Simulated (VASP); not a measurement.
# HfTi2Si2 (P-3m1) in VASP: further runs

The runs below take HfTi2Si2 through single point, relaxation of cell and atoms, with PBE.

Program: VASP 6.6.1. These are calculated values, not measurements. Logs are shortened: lines on timing, memory, paths and dates and some standing lists are left out, and cuts for length are marked.

### Step 1. The cell of the first run

Symmetry: P-3m1, No. 164, trigonal system. Conventional cell: a = 3.631 Å, b = 3.631 Å, c = 6.026 Å, α = 90.00°, β = 90.00°, γ = 120.00°. Within 3.4 Å of Hf (site symmetry -3m) lie 6 Si at 2.58 Å and 6 Ti at 3.15 Å. Within 2.9 Å of Ti (site symmetry 3m) lie 4 Si at 2.17 to 2.26 Å and 3 Ti at 2.47 Å. Within 2.9 Å of Si (site symmetry 3m) lie 4 Ti at 2.17 to 2.26 Å and 3 Hf at 2.58 Å.

The cell was generated, and may not be a known phase.

### Step 2. Single point, PBE

INCAR

```
SYSTEM = HfTi2Si2
PREC = Accurate
ENCUT = 520
EDIFF = 1E-6
ISMEAR = 0
SIGMA = 0.1
LREAL = .FALSE.
LASPH = .TRUE.
NELM = 60
ALGO = Normal
ISIF = 2
LWAVE = .FALSE.
LCHARG = .FALSE.
GGA = PE
NBANDS = 29
```

KPOINTS

```
regular mesh
0
G
  6 6 4
  0 0 0
```

POSCAR

```
HfTi2Si2
1.0
    3.6307641200      0.0000000000      0.0000000000
   -1.8153820600      3.1443339600      0.0000000000
    0.0000000000      0.0000000000      6.0262738400
Hf Ti Si
1 2 2
Direct
    0.0000000000      0.0000000000      0.0000000000
    0.6666666700      0.3333333300      0.3910000000
    0.3333333300      0.6666666700      0.6090000000
    0.3333333300      0.6666666700      0.2490000000
    0.6666666700      0.3333333300      0.7510000000
```

Potentials or basis: VASP PAW PBE potentials, release 64 (Hf_pv, Ti_sv, Si).

Command:

```
> cat potpaw_PBE.64/Hf_pv/POTCAR potpaw_PBE.64/Ti_sv/POTCAR potpaw_PBE.64/Si/POTCAR > POTCAR
> mpirun -np 1 vasp_std > vasp.out
```

OUTCAR:

```text
SYSTEM = HfTi2Si2
   PREC = Accurate
   ENCUT = 520
   EDIFF = 1E-6
   ISMEAR = 0
   LREAL = .FALSE.
   LASPH = .TRUE.
   NELM = 60
   ISIF = 2
   GGA = PE

 ion  position               nearest neighbor table
   1  0.000  0.000  0.000-   4 2.58   5 2.58   4 2.58   5 2.58   5 2.58   4 2.58   2 3.15   3 3.15
                             3 3.15   2 3.15   3 3.15   2 3.15
   2  0.667  0.333  0.391-   5 2.17   4 2.26   4 2.26   4 2.26   3 2.47   3 2.47   3 2.47   1 3.15
                             1 3.15   1 3.15
   3  0.333  0.667  0.609-   4 2.17   5 2.26   5 2.26   5 2.26   2 2.47   2 2.47   2 2.47   1 3.15
                             1 3.15   1 3.15
   4  0.333  0.667  0.249-   3 2.17   2 2.26   2 2.26   2 2.26   1 2.58   1 2.58   1 2.58
   5  0.667  0.333  0.751-   2 2.17   3 2.26   3 2.26   3 2.26   1 2.58   1 2.58   1 2.58

  LATTYP: Found a hexagonal cell.
 ALAT       =     3.6307641200
 C/A-ratio  =     1.6597811482

  Lattice vectors:

 A1 = (   3.6307641200,   0.0000000000,   0.0000000000)
 A2 = (  -1.8153820600,   3.1443339600,   0.0000000000)
 A3 = (   0.0000000000,   0.0000000000,   6.0262738400)

Analysis of symmetry for initial positions (statically):
=====================================================================
 Subroutine PRICEL returns:
 Original cell was already a primitive cell.

 Routine SETGRP: Setting up the symmetry group for a
 hexagonal supercell.

 Subroutine GETGRP returns: Found 12 space group operations
 (whereof 12 operations were pure point group operations)
 out of a pool of 24 trial point group operations.

The static configuration has the point symmetry D_3d.

Analysis of symmetry for dynamics (positions and initial velocities):
=====================================================================
 Subroutine PRICEL returns:
 Original cell was already a primitive cell.

 Routine SETGRP: Setting up the symmetry group for a
 hexagonal supercell.

 Subroutine GETGRP returns: Found 12 space group operations
 (whereof 12 operations were pure point group operations)
 out of a pool of 24 trial point group operations.

The dynamic configuration has the point symmetry D_3d.

 Subroutine INISYM returns: Found 12 space group operations
 (whereof 12 operations are pure point group operations),
 and found     1 'primitive' translations

----------------------------------------------------------------------------------------

                                     Primitive cell

  volume of cell :      68.7980

[... 96 lines left out ...]
   NSW    =      0    number of steps for IOM
   IBRION =     -1    ionic relax: 0-MD 1-quasi-New 2-CG
   NFREE  =      0    steps in history (QN), initial steepest desc. (CG)
   ISIF   =      2    stress and relaxation
   ISYM   =      2    0-nonsym 1-usesym 2-fastsym
   POTIM  = 0.5000    time-step for ionic-motion
   TEBEG  =    0.0;   TEEND  =   0.0 temperature during run
   PSTRESS=    0.0 pullay stress
   NELECT =      42.0000    total number of electrons
   NUPDOWN=      -1.0000    fix difference up-down
   EMIN   =  10.00;   EMAX   =-10.00  energy-range for DOS
   EFERMI =   0.00;   METHOD = LEGACY
   ISMEAR =     0;   SIGMA  =   0.10  broadening in eV -4-tet -1-fermi 0-gaus
   EFERMI_NEDOS =   21; number of points for ismear=-14 and -15
   IALGO  =     38    algorithm
   IMIX   =      4    mixing-type and parameters
     AMIX     =   0.40;   BMIX     =  1.00
     AMIX_MAG =   1.60;   BMIX_MAG =  1.00
  volume/ion in A,a.u.               =      13.76        92.85
  Fermi-wavevector in a.u.,A,eV,Ry     =   1.388778  2.624409 26.241605  1.928704
  Thomas-Fermi vector in A             =   2.512871
   LORBIT       =      0    0 simple, 1 ext, 2 COOP (PROOUT), +10 PAW based schemes
   GGA     = PE    functional components
   LHFCALC =     F    Hartree Fock is set to
   AEXX    =    0.0000 exact exchange contribution
   IVDW    =     0    specifies the selected vdW correction
   LEPSILON=     F    determine dielectric tensor
   LRPA    =     F    only Hartree local field effects (RPA)
 non-spin polarized calculation
 Gauss-broadening in eV      SIGMA  =   0.10
  energy-cutoff  :      520.00
  volume of cell :       68.80
 maximum number of plane-waves:      1866
 NGX is ok and might be reduce to    28
   NGX = 13   NGY = 13   NGZ = 23

 number of electron      41.9999999 magnetization

 Free energy of the ion-electron system (eV)
  ---------------------------------------------------
  ext. energy  EPLUGINS =         0.00000000
  ---------------------------------------------------
  free energy    TOTEN  =       -33.23625361 eV

  energy without entropy =      -33.20502134  energy(sigma->0) =      -33.22063748

 E-fermi :   9.6028     XC(G=0): -12.2204

 val. band max:        9.5997986348   @ k =   0.3333   0.1667   0.2500
 cond. band min:       9.6482144177   @ k =   0.5000   0.0000   0.5000
 fundamental gap:      0.0484157828
 Fermi energy:         9.6027585794

 k-point     1 :       0.0000    0.0000    0.0000
  band No.  band energies     occupation
      1     -46.2347      2.00000
      2     -45.8464      2.00000
      3     -22.7826      2.00000
      4     -22.7826      2.00000
      5     -22.6629      2.00000
      6     -22.3252      2.00000
[... 757 lines left out ...]
     28      13.4255      0.00000
     29      13.4255      0.00000

------------------------ aborting loop because EDIFF is reached ----------------------------------------

  FORCE on cell =-STRESS in cart. coord.  units (eV):
  Direction    XX          YY          ZZ          XY          YZ          ZX
  --------------------------------------------------------------------------------------
  -------------------------------------------------------------------------------------
  Total       23.3282543     23.3282543     38.4126956     -0.0000000      0.0000000     -0.0000000
  in kB      543.2719225    543.2719214    894.5606771     -0.0000000      0.0000000     -0.0000000
  external PRESSURE =     660.3681737 kB  Pullay stress =       0.0000000 kB

 VOLUME and BASIS-vectors are now :
 -----------------------------------------------------------------------------
  energy-cutoff  :      520.00
  volume of cell :       68.80
      direct lattice vectors                 reciprocal lattice vectors
     3.630764120  0.000000000  0.000000000     0.275424117  0.159016188  0.000000000
    -1.815382060  3.144333960  0.000000000     0.000000000  0.318032376  0.000000000
     0.000000000  0.000000000  6.026273840     0.000000000  0.000000000  0.165940020

 POSITION                                       TOTAL-FORCE (eV/Angst)
 -----------------------------------------------------------------------------------
      0.00000      0.00000      0.00000        -0.000000      0.000000      0.000000
      1.81538      1.04811      2.35627        -0.000000      0.000000     -5.549221
     -0.00000      2.09622      3.67000         0.000000      0.000000      5.549221
     -0.00000      2.09622      1.50054         0.000000     -0.000000     -6.195195
      1.81538      1.04811      4.52573        -0.000000      0.000000      6.195195
 -----------------------------------------------------------------------------------
    total drift:                               -0.000000      0.000000      0.000000

  FREE ENERGIE OF THE ION-ELECTRON SYSTEM (eV)
  ---------------------------------------------------
  free  energy   TOTEN  =       -33.2362536149 eV

  energy  without entropy=      -33.2050213395  energy(sigma->0) =      -33.22063748
```

stdout:

```text
POSCAR found type information on POSCAR HfTiSi
 POSCAR found :  3 types and       5 ions
 scaLAPACK will be used
 LDA part: xc-table for (Slater+PW92), standard interpolation
 POSCAR, INCAR and KPOINTS ok, starting setup
 FFT: planning ... GRIDC
 FFT: planning ... GRID_SOFT
 FFT: planning ... GRID
 WAVECAR not read
 entering main loop
```

It took 33 s on 1 thread of Intel Xeon Platinum 8488C (Sapphire Rapids), shared host; peak memory 0.2 GiB.

What came out:

* Free energy: -33.2363 eV
* Pressure: 66.0 GPa
* Largest force: 6.195 eV/Å
* Band gap on the k mesh: zero (bands 21 and 22 overlap by 0.61 eV)

Forces in eV/Å, atoms in the order of the input:
```
Hf   0.000  0.000  0.000
Ti   0.000  0.000 -5.549
Ti   0.000  0.000  5.549
Si   0.000  0.000 -6.195
Si   0.000  0.000  6.195
```

Levels at points of the mesh, in eV from the Fermi level:
```csv
k point,band 19,band 20,band 21,band 22,band 23,band 24
"(0.00, 0.00, 0.00)",-1.93,-0.95,-0.95,1.90,2.38,2.38
"(0.50, 0.00, 0.00)",-1.48,-0.23,-0.11,0.13,1.55,1.68
"(0.00, 0.00, 0.50)",-0.81,0.33,0.33,0.60,1.05,1.05
"(0.50, 0.00, 0.50)",-1.53,-0.75,0.05,0.15,1.23,1.70
```

Caveat: the stress differs along the axes, from 54 to 89 GPa; spin-orbit coupling is left out, which moves the levels of the heavy elements; forces of over 1 eV/Å act on the atoms, so gaps and moduli don't describe the material at rest.

### Step 3. Single point, PBE

This run uses another cell than the first one, of 18.34 Å³/atom.

INCAR

```
SYSTEM = HfTi2Si2
PREC = Accurate
ENCUT = 520
EDIFF = 1E-6
ISMEAR = 0
SIGMA = 0.1
LREAL = .False.
LASPH = .True.
NELM = 100
ALGO = Fast
ISIF = 2
LWAVE = .False.
LCHARG = .False.
GGA = PE
NBANDS = 29
```

KPOINTS

```
Automatic mesh
0
Gamma
  6 6 4
  0 0 0
```

POSCAR

```
HfTi2Si2
1.0
    3.9160869680      0.0000000000      0.0000000000
   -1.9580434840      3.3914307977      0.0000000000
    0.0000000000      0.0000000000      6.9037609179
Hf Ti Si
1 2 2
Direct
    0.0000000000      0.0000000000      0.0000000000
    0.6666666667      0.3333333333      0.3699618459
    0.3333333333      0.6666666667      0.6300381541
    0.3333333333      0.6666666667      0.2179200997
    0.6666666667      0.3333333333      0.7820799003
```

Potentials or basis: VASP PAW PBE potentials, release 64 (Hf_pv, Ti_sv, Si).

Command:

```
> cat potpaw_PBE.64/Hf_pv/POTCAR potpaw_PBE.64/Ti_sv/POTCAR potpaw_PBE.64/Si/POTCAR > POTCAR
> mpirun -np 1 vasp_std > vasp.out
```

Run time: 2.4 min. Hardware: 1 thread of Intel Xeon Platinum 8488C (Sapphire Rapids), shared host; peak memory 0.25 GiB.

It converged, with:

| Item | Value |
| --- | --- |
| Free energy | -38.4505 eV |
| Pressure | -0.4 GPa |
| Largest force | 0.035 eV/Å |
| Band gap on the k mesh | zero (bands 21 and 22 overlap by 0.81 eV) |

Forces on the atoms (eV/Å):
```
Hf   0.000  0.000  0.000
Ti   0.000  0.000 -0.035
Ti   0.000  0.000  0.035
Si   0.000  0.000  0.019
Si   0.000  0.000 -0.019
```

Levels at points of the mesh, in eV from the Fermi level:
```
           k point  band 19  band 20  band 21  band 22  band 23  band 24
(0.00, 0.00, 0.00)    -1.41    -0.60    -0.60     1.08     1.67     1.67
(0.50, 0.00, 0.00)    -1.51    -0.85    -0.32     0.41     1.32     1.44
(0.00, 0.00, 0.50)    -0.84     0.26     0.26     0.32     0.32     0.69
(0.50, 0.00, 0.50)    -1.17    -1.00    -0.43     0.35     1.26     1.34
```

Caveat: spin-orbit coupling is left out, which moves the levels of the heavy elements.

(Continued in part 2 of 2.)

The gap in the log of VASP goes by the Fermi energy; the results here count the filled bands.